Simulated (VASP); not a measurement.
# TiAl (P-6m2) in VASP: a series of runs, part 2 of 2

VASP 6.6.1.

### Step 5. Single point, PBE

This run uses another cell than the first one, of the same volume but with other edges.

The input, INCAR:

```
SYSTEM = TiAl
ALGO = Fast
EDIFF = 1E-7
ENCUT = 520
GGA = PE
ISIF = 2
ISMEAR = 0
LASPH = .TRUE.
LCHARG = .FALSE.
LREAL = .FALSE.
LWAVE = .FALSE.
NBANDS = 14
NELM = 80
PREC = Accurate
SIGMA = 0.15
```

The input, KPOINTS:

```
k-points
0
G
  18 18 10
  0 0 0
```

The input, POSCAR:

```
TiAl
1.0
    2.7369000000      0.0000000000      0.0000000000
   -1.3684500000      2.3702249276      0.0000000000
    0.0000000000      0.0000000000      4.7414000000
Ti Al
1 1
Direct
    0.0000000000      0.0000000000      0.0000000000
    0.3333333333      0.6666666667      0.5000000000
```

Potentials or basis: VASP PAW PBE potentials, release 64 (Ti_sv, Al).

Started as:

```sh
$ cat potpaw_PBE.64/Ti_sv/POTCAR potpaw_PBE.64/Al/POTCAR > POTCAR
$ mpirun -np 1 vasp_std > vasp.out
```

OUTCAR:

```text
SYSTEM = TiAl
   EDIFF = 1E-7
   ENCUT = 520
   GGA = PE
   ISIF = 2
   ISMEAR = 0
   LASPH = .TRUE.
   LREAL = .FALSE.
   NELM = 80
   PREC = Accurate

 ion  position               nearest neighbor table
   1  0.000  0.000  0.000-   2 2.85   2 2.85   2 2.85   2 2.85   2 2.85   2 2.85
   2  0.333  0.667  0.500-   1 2.85   1 2.85   1 2.85   1 2.85   1 2.85   1 2.85

  LATTYP: Found a hexagonal cell.
 ALAT       =     2.7369000000
 C/A-ratio  =     1.7323979685

  Lattice vectors:

 A1 = (   2.7369000000,   0.0000000000,   0.0000000000)
 A2 = (  -1.3684500000,   2.3702249276,   0.0000000000)
 A3 = (   0.0000000000,   0.0000000000,   4.7414000000)

Analysis of symmetry for initial positions (statically):
=====================================================================
 Subroutine PRICEL returns:
 Original cell was already a primitive cell.

 Routine SETGRP: Setting up the symmetry group for a
 hexagonal supercell.

 Subroutine GETGRP returns: Found 12 space group operations
 (whereof 12 operations were pure point group operations)
 out of a pool of 24 trial point group operations.

The static configuration has the point symmetry D_3h.

Analysis of symmetry for dynamics (positions and initial velocities):
=====================================================================
 Subroutine PRICEL returns:
 Original cell was already a primitive cell.

 Routine SETGRP: Setting up the symmetry group for a
 hexagonal supercell.

 Subroutine GETGRP returns: Found 12 space group operations
 (whereof 12 operations were pure point group operations)
 out of a pool of 24 trial point group operations.

The dynamic configuration has the point symmetry D_3h.

 Subroutine INISYM returns: Found 12 space group operations
 (whereof 12 operations are pure point group operations),
 and found     1 'primitive' translations

----------------------------------------------------------------------------------------

                                     Primitive cell
[... 121 lines left out ...]
   LRPA    =     F    only Hartree local field effects (RPA)
 non-spin polarized calculation
 RMM-DIIS sequential band-by-band and
 Gauss-broadening in eV      SIGMA  =   0.15
  energy-cutoff  :      520.00
  volume of cell :       30.76
 maximum number of plane-waves:       846
   NGX = 11   NGY = 11   NGZ = 17

 number of electron      14.9999995 magnetization

 Free energy of the ion-electron system (eV)
  ---------------------------------------------------
  ext. energy  EPLUGINS =         0.00000000
  ---------------------------------------------------
  free energy    TOTEN  =       -11.97492320 eV

  energy without entropy =      -11.95326555  energy(sigma->0) =      -11.96409437

 E-fermi :   8.7954     XC(G=0): -11.2669

 val. band max:        8.7936263149   @ k =   0.2222   0.2222   0.2000
 cond. band min:       8.7957488395   @ k =   0.3333   0.3333   0.5000
 fundamental gap:      0.0021225246
 Fermi energy:         8.7954019472

 k-point     1 :       0.0000    0.0000    0.0000
  band No.  band energies     occupation
      1     -47.6017      2.00000
      2     -23.9388      2.00000
      3     -23.3396      2.00000
      4     -23.3396      2.00000
      5      -0.7184      2.00000
      6       6.1298      2.00000
      7       6.3818      2.00000
      8      10.1641      0.00000
      9      10.1641      0.00000
     10      11.9806      0.00000
     11      11.9806      0.00000
     12      12.2824      0.00000
     13      22.7830      0.00000
     14      22.7839      0.00000
[... 377 lines left out ...]
      1     -47.4390      2.00000
      2     -24.1628      2.00000
      3     -23.7888      2.00000
      4     -23.5987      2.00000
      5       4.4144      2.00000
      6       6.9047      2.00000
      7       7.1106      2.00000
      8       7.8469      2.00000
      9      10.5519      0.00000
     10      12.0820      0.00000
     11      13.0868      0.00000
     12      13.4097      0.00000
     13      14.7181      0.00000
     14      15.9858      0.00000

 [... further k-points ...]

------------------------ aborting loop because EDIFF is reached ----------------------------------------

  FORCE on cell =-STRESS in cart. coord.  units (eV):
  Direction    XX          YY          ZZ          XY          YZ          ZX
  --------------------------------------------------------------------------------------
  -------------------------------------------------------------------------------------
  Total        2.6040702      2.6040702      0.2793600     -0.0000000      0.0000000      0.0000000
  in kB      135.6463710    135.6463710     14.5518989     -0.0000000      0.0000000      0.0000000
  external PRESSURE =      95.2815470 kB  Pullay stress =       0.0000000 kB

 VOLUME and BASIS-vectors are now :
 -----------------------------------------------------------------------------
  energy-cutoff  :      520.00
  volume of cell :       30.76
      direct lattice vectors                 reciprocal lattice vectors
     2.736900000  0.000000000  0.000000000     0.365376886  0.210950444  0.000000000
    -1.368450000  2.370224928  0.000000000     0.000000000  0.421900887  0.000000000
     0.000000000  0.000000000  4.741400000     0.000000000  0.000000000  0.210908171

 POSITION                                       TOTAL-FORCE (eV/Angst)
 -----------------------------------------------------------------------------------
      0.00000      0.00000      0.00000         0.000000      0.000000      0.000000
     -0.00000      1.58015      2.37070        -0.000000      0.000000      0.000000
 -----------------------------------------------------------------------------------
    total drift:                                0.000000     -0.000000      0.000000

  FREE ENERGIE OF THE ION-ELECTRON SYSTEM (eV)
  ---------------------------------------------------
  free  energy   TOTEN  =       -11.9749231971 eV

  energy  without entropy=      -11.9532655481  energy(sigma->0) =      -11.96409437
```

OSZICAR:

```text
N       E                     dE             d eps       ncg     rms          rms(c)
DAV:   1     0.102025946246E+03    0.10203E+03   -0.71417E+03  6236   0.110E+03
DAV:   2    -0.719684085890E+01   -0.10922E+03   -0.10466E+03  6408   0.304E+02
DAV:   3    -0.130341251790E+02   -0.58373E+01   -0.56905E+01  9342   0.671E+01
[... 27 lines left out ...]
RMM:  31    -0.119749228000E+02   -0.18748E-06   -0.15307E-06  6345   0.627E-03    0.110E-03
RMM:  32    -0.119749229065E+02   -0.10645E-06   -0.11839E-06  6315   0.506E-03    0.112E-03
RMM:  33    -0.119749230202E+02   -0.11375E-06   -0.84143E-07  6131   0.427E-03    0.804E-04
RMM:  34    -0.119749231455E+02   -0.12523E-06   -0.72878E-07  6209   0.388E-03    0.386E-04
RMM:  35    -0.119749231971E+02   -0.51645E-07   -0.47926E-07  4832   0.315E-03
   1 F= -.11974923E+02 E0= -.11964094E+02  d E =-.216576E-01
```

stdout:

```text
POSCAR found type information on POSCAR TiAl
 POSCAR found :  2 types and       2 ions
 scaLAPACK will be used
 LDA part: xc-table for (Slater+PW92), standard interpolation
 POSCAR, INCAR and KPOINTS ok, starting setup
 FFT: planning ... GRIDC
 FFT: planning ... GRID_SOFT
[... 28 lines left out ...]
 num prob RMM:  32    -0.119749229065E+02   -0.10645E-06   -0.11839E-06  6315   0.506E-03    0.112E-03
WARNING in EDDRMM: call to ZHEGV failed, returncode =   8  4      5
WARNING in EDDRMM: call to ZHEGV failed, returncode =   6  3      5
 num prob WARNING in EDDRMM: call to ZHEGV failed, returncode =   8  4     11
WARNING in EDDRMM: call to ZHEGV failed, returncode =   8  4      6
WARNING in EDDRMM: call to ZHEGV failed, returncode =   8  4     13
 num prob WARNING in EDDRMM: call to ZHEGV failed, returncode =   8  4      6
WARNING in EDDRMM: call to ZHEGV failed, returncode =   6  3     12
 num prob RMM:  35    -0.119749231971E+02   -0.51645E-07   -0.47926E-07  4832   0.315E-03
```

It took 2 min on 1 thread of AMD EPYC 9R45 (Zen 5), shared host; peak memory 0.18 GiB.

What came out:

* Free energy: -11.9749 eV
* Pressure: 9.5 GPa
* Band gap on the k mesh: zero (an odd number of electrons rules out a gap without spin polarisation)

Levels at points of the mesh, in eV from the Fermi level:
```
           k point  band 5  band 6  band 7  band 8  band 9  band 10
(0.00, 0.00, 0.00)   -9.51   -2.67   -2.41    1.37    1.37     3.19
(0.50, 0.00, 0.00)   -3.88   -2.74   -1.82   -1.29    2.41     4.03
(0.00, 0.00, 0.50)   -8.70   -5.62   -0.89    1.38    1.38     3.13
(0.50, 0.00, 0.50)   -3.83   -2.60   -2.07    0.74    0.91     2.26
```

Caveat: the cell stands under pressure.

### Step 6. Summary

```csv
cell,gap on the mesh (eV),pressure (GPa)
"a = 2.809, b = 2.809, c = 4.509 Å, angles 90.0, 90.0, 120.0°, 2 atoms",none,10.1
"a = 2.773, b = 2.773, c = 4.648 Å, angles 90.0, 90.0, 120.0°, 2 atoms",none,8.8
"a = 2.881, b = 2.881, c = 4.277 Å, angles 90.0, 90.0, 120.0°, 2 atoms",none,12.3
"a = 2.737, b = 2.737, c = 4.741 Å, angles 90.0, 90.0, 120.0°, 2 atoms",none,9.5
```

Alike in all rows: task single point; level PBE; potentials or basis VASP PAW PBE potentials, release 64 (Ti_sv, Al); no spin polarisation; k mesh 18 × 18 × 10; cutoff (eV) 520; smearing gaussian 0.15 eV.

Caveats: the cell stands under pressure.

Total energies depend on the potentials used, so only differences within one code and one set of settings carry meaning.
